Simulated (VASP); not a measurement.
A run of VASP 6.6.1:

Contents of POSCAR:

```
Sc2Al
1.0
    4.8926114005      0.0000000000      0.0000000000
   -2.4463057002      4.2371257637      0.0000000000
    0.0000000000      0.0000000000      6.1614205700
Sc Al
4 2
Direct
    0.0000000000      0.0000000000      0.0000000000
    0.0000000000      0.0000000000      0.5000000000
    0.3333333333      0.6666666667      0.7500000000
    0.6666666667      0.3333333333      0.2500000000
    0.3333333333      0.6666666667      0.2500000000
    0.6666666667      0.3333333333      0.7500000000
```

Contents of INCAR.step1:

```
SYSTEM = Sc2Al
PREC = Accurate
ENCUT = 520
ISMEAR = 0
SIGMA = 0.1
LREAL = .False.
LASPH = .True.
NELM = 80
NBANDS = 34
GGA = PE
ALGO = Normal
EDIFF = 1E-4
LWAVE = .True.
LCHARG = .False.
```

File INCAR.step2:

```
SYSTEM = Sc2Al
PREC = Accurate
ENCUT = 520
EDIFF = 1E-6
ISMEAR = 0
SIGMA = 0.1
LREAL = .False.
LASPH = .True.
NELM = 80
ALGO = Normal
ISIF = 2
LWAVE = .False.
LCHARG = .False.
METAGGA = R2SCAN
LMIXTAU = .True.
NBANDS = 34
ISTART = 1
```

The input KPOINTS:

```
Automatic mesh
0
Gamma
  12 12 6
  0 0 0
```

Potentials or basis: VASP PAW PBE potentials, release 64 (Sc_sv, Al).

Command:

```bash
$ cat potpaw_PBE.64/Sc_sv/POTCAR potpaw_PBE.64/Al/POTCAR > POTCAR
$ cp INCAR.step1 INCAR
$ mpirun -np 1 vasp_std > vasp.out
$ cp INCAR.step2 INCAR
$ mpirun -np 1 vasp_std > vasp.out
```

Hardware: 1 thread of Intel(R) Xeon(R) Platinum 8259CL CPU @ 2.50GHz (Skylake/Cascade Lake), on a shared host.

Q: How long does it take, and how much memory?

A: Wall time 14 min on 1 thread of Intel(R) Xeon(R) Platinum 8259CL CPU @ 2.50GHz (Skylake/Cascade Lake), on a shared host, peak memory 0.43 GiB. Counts: k points 76.
